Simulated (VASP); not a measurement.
TlPd3: single point with LDA

The system is TlPd3.

```
Tl Pd
1.0
     4.04772    0.00000    0.00000
     0.00000    4.04772    0.00000
     0.00000    0.00000    4.06539
Tl Pd
1 3
Direct
  0.00000 0.00000 0.00000
  0.50000 0.50000 0.00000
  0.50000 0.00000 0.50000
  0.00000 0.50000 0.50000
```

```yaml
Program: VASP 6.6.1
Task: single point
Functional: LDA
Potentials_or_basis: VASP PAW LDA potentials, release 64 (Tl_d, Pd)
Cutoff: 520 eV
k_mesh: 3 × 3 × 3
Occupations: fermi-dirac, width 0.3 eV
Spin: no spin polarisation
Dipole_correction: no
Further_INCAR_settings: ALGO = Normal; EDIFF = 1e-06; NBANDS = 30
```

```json
{
  "Pressure": "-7.5 GPa"
}
```

Stress tensor (GPa, compression positive):
```
-7.46  0.00  0.00
 0.00 -7.46  0.00
 0.00  0.00 -7.66
```

Levels at points of the mesh, in eV from the Fermi level:
| k point | band 20 | band 21 | band 22 | band 23 | band 24 | band 25 |
| --- | --- | --- | --- | --- | --- | --- |
| (0.00, 0.00, 0.00) | -0.26 | -0.24 | 0.82 | 0.89 | 0.89 | 4.24 |

Wall time 5 s on 1 thread of Intel(R) Xeon(R) 6975P-C (Granite Rapids) (shared host), peak memory 0.14 GiB.

Caveat: the k points lie up to 0.52 Å⁻¹ apart; spin-orbit coupling is left out, which moves the levels of the heavy elements.
